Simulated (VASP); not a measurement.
The system is Cu.

```
Cu
1.0
    -1.47553    1.47553    1.37956
     1.47553   -1.47553    1.37956
     1.47553    1.47553   -1.37956
Cu
1
Direct
  0.00000 0.00000 0.00000
```

- Program: VASP 6.6.1
- Task: relaxation of cell and atoms
- Functional: PBE
- Dispersion: D3(BJ)
- Potentials or basis: VASP PAW PBE potentials, release 64 (Cu)
- Cutoff: 600 eV
- k mesh: 20 × 20 × 20
- Occupations: gaussian, width 0.1 eV
- Spin: no spin polarisation

At the start: pressure -7.3 GPa; volume 12.01 Å³/atom.

Problem. How do energy, volume and symmetry change on relaxing?

Solution. Over 17 steps the energy falls by 15.1 meV/atom and the volume is 11.40 Å³/atom (-5.1 %); space group I4/mmm (No. 139, to 0.1 Å) before and after.

Step by step:
```tsv
step	energy change (eV)	largest force (eV/Å)	pressure (GPa)	volume (Å³)
1	0.0000	0.0000	-7.34	12.01
2	-0.0104	0.0000	4.13	11.08
3	-0.0151	0.0000	-0.44	11.40
4	-0.0150	0.0000	0.47	11.37
5	-0.0151	0.0000	0.25	11.38
6	-0.0151	0.0000	-0.20	11.41
7	-0.0151	0.0000	0.40	11.40
8	-0.0151	0.0000	-0.12	11.41
9	-0.0151	0.0000	-0.11	11.41
10	-0.0151	0.0000	-0.06	11.40
11	-0.0151	0.0000	-0.02	11.40
12	-0.0151	0.0000	0.42	11.40
13	-0.0151	0.0000	1.09	11.40
14	-0.0150	0.0000	0.17	11.40
15	-0.0151	0.0000	-0.26	11.40
16	-0.0151	0.0000	0.45	11.39
17	-0.0151	0.0000	0.00	11.40
```

Final structure:
```
CELL_PARAMETERS angstrom
-1.44466 1.44466 1.36516
1.44466 -1.44466 1.36516
1.44466 1.44466 -1.36516
ATOMIC_POSITIONS crystal
Cu 0.00000 0.00000 0.00000
```
